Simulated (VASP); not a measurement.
Wanted: the native input for a VASP 6.6.1 run.

| Property | Result |
| --- | --- |
| Task | single point |
| Functional | PBEsol |
| Potentials or basis | VASP PAW PBE potentials, release 64 (Mg, O) |
| Cutoff | 520 eV |
| k mesh | 9 × 9 × 6 |
| Occupations | gaussian, width 0.05 eV |
| Spin | no spin polarisation |
| Dipole correction | no |
| Further INCAR settings | ALGO = Normal; EDIFF = 1e-06; NBANDS = 16 |

The structure of MgO lies in POSCAR:

```
MgO
1.0
    3.3077869865      0.0000000000      0.0000000000
   -1.6538934933      2.8646275606      0.0000000000
    0.0000000000      0.0000000000      4.9828816700
Mg O
2 2
Direct
    0.3333333333      0.6666666667      0.0071769171
    0.6666666667      0.3333333333      0.5071769171
    0.3333333333      0.6666666667      0.4024402600
    0.6666666667      0.3333333333      0.9024402600
```

This cell differs from its parent crystal: all Mg atoms moved +0.025 Å, as atom 1 along Cartesian [0 0 1].

The input as run:

INCAR

```
PREC = Accurate
ENCUT = 520
EDIFF = 1E-6
ISMEAR = 0
SIGMA = 0.05
LREAL = False
LASPH = True
NELM = 80
ALGO = Normal
ISIF = 2
LWAVE = False
LCHARG = False
GGA = PS
NBANDS = 16
```

KPOINTS

```
regular mesh
0
Gamma
  9 9 6
```

Potentials or basis: VASP PAW PBE potentials, release 64 (Mg, O).

Run with:

```sh
$ cat potpaw_PBE.64/Mg/POTCAR potpaw_PBE.64/O/POTCAR > POTCAR
$ mpirun -np 1 vasp_std > vasp.out
```

Results of the run:

The pressure is 0.3 GPa and the largest force is 0.168 eV/Å. The band gap on the k mesh is 3.38 eV.

Caveat: the cell differs from its parent crystal (all Mg atoms moved +0.025 Å, as atom 1 along Cartesian [0 0 1]); the PAW data sets were made with another functional, which shifts forces and pressure a little; an odd mesh through Γ misses points on the zone boundary, where band edges can lie.

Wall time 37 s on 1 thread of Intel Xeon 8259CL, with other jobs on the host, peak memory 0.19 GiB.
